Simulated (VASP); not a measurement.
Runs of VASP 6.6.1 on GaSb3. The structure is that of space group Fm-3m (No. 225), or close to it. The cells are those of the table. 

```csv
level,potentials or basis,cell,k mesh,cutoff (eV),grid for exact exchange (PRECFOCK),share of exact exchange,screening parameter,gap on the mesh (eV),pressure (GPa)
PBE0,"VASP PAW PBE potentials, release 64 (Sb, Ga_d)","a = 5.276 Å, angles 60.0°, 4 atoms",4 × 4 × 4,520,Normal,0.25,-,none,-5.6
LDA,"VASP PAW LDA potentials, release 64 (Sb_d_GW, Ga_d)","a = 5.122 Å, angles 60.0°, 4 atoms",6 × 6 × 6,500,-,-,-,none,(a)
PBE-based screened hybrid with 25 % exact exchange,"VASP PAW PBE potentials, release 64 (Sb, Ga_d)","a = 5.276 Å, angles 60.0°, 4 atoms",4 × 4 × 4,520,Normal,0.25,0.20787 1/Å,none,-5.3
PBE-based screened hybrid with 10 % exact exchange,"VASP PAW PBE potentials, release 64 (Sb, Ga_d)","a = 5.276 Å, angles 60.0°, 4 atoms",4 × 4 × 4,520,Normal,0.1,0.20787 1/Å,none,-3.5
```

Alike in all rows: task single point; no spin polarisation; smearing fermi-dirac 0.05 eV.

Fill in the values left out.

(a) 0.0.

Caveats: some runs use coarse meshes; spin-orbit coupling is left out, which moves the levels of the heavy elements; the PAW data sets were made with another functional, which shifts forces and pressure a little (at least some runs).

A k mesh can miss the band edges, and the runs leave out spin-orbit coupling on Ga, Sb.

A gap of «none» marks levels without a gap at the run's occupations.

The runs don't all hold the same shells in valence.
